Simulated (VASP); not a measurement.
A run of VASP 6.6.1:

The input INCAR:

```
SYSTEM = Ti6C
ALGO     = Normal         ! electronic algorithm
DIPOL    = 0.5 0.5 0.361
EDIFF    = 1E-7           ! SCF threshold, eV
EDIFFG   = -0.025         ! ionic threshold
ENCUT    = 520            ! plane-wave cutoff, eV
GGA      = PE             ! functional
GGA_COMPAT= .FALSE.      
IBRION   = 2              ! ionic algorithm
IDIPOL   = 3            
ISIF     = 2              ! what is computed and relaxed
ISMEAR   = 0              ! smearing method
KPAR     = 4            
LASPH    = .TRUE.         ! aspherical terms in the spheres
LCHARG   = .FALSE.        ! write CHGCAR
LDIPOL   = .TRUE.       
LREAL    = .FALSE.        ! projectors in reciprocal space
LWAVE    = .FALSE.        ! write WAVECAR
NELM     = 120            ! most SCF steps
NELMDL   = -8           
NELMIN   = 4            
NSW      = 36             ! ionic steps
PREC     = Accurate       ! precision mode
SIGMA    = 0.1            ! smearing width, eV
```

KPOINTS

```
k-points
0
G
  9 6 1
  0 0 0
```

Contents of POSCAR:

```
Ti6C
1.0
    2.8319727860      0.0000000000      0.0000000000
    0.0000000000      4.5793473380      0.0000000000
    0.0000000000      0.0000000000     22.0506909065
Ti C
6 1
Selective dynamics
Direct
    0.5000000000      0.0000000000      0.1814002118  F F F
    0.0000000000      0.5000000000      0.2413504290  F F F
    0.5000000000      0.0000000000      0.3013006462  F F F
    0.5000000000      0.5000000000      0.3625816208  F F F
    0.0000000000      0.0000000000      0.4208167734  F F F
    0.5000000000      0.5000000000      0.4784743912  F F F
    0.5000000000      0.8000000000      0.5428714664  F F T
```

Potentials or basis: VASP PAW PBE potentials, release 64 (Ti_sv, C).

Command:

```console
$ cat potpaw_PBE.64/Ti_sv/POTCAR potpaw_PBE.64/C/POTCAR > POTCAR
$ mpirun -np 4 vasp_std > vasp.out
```

Hardware: 4 MPI ranks on AMD EPYC 7R13 Processor (Zen 3) (shared host).

Estimate the wall time of this run.

Wall time 7.2 min on 4 MPI ranks on AMD EPYC 7R13 Processor (Zen 3), with other jobs on the host, peak memory 0.5 GiB a rank. Counts: scf iterations 112, k points 20, ion steps 4.
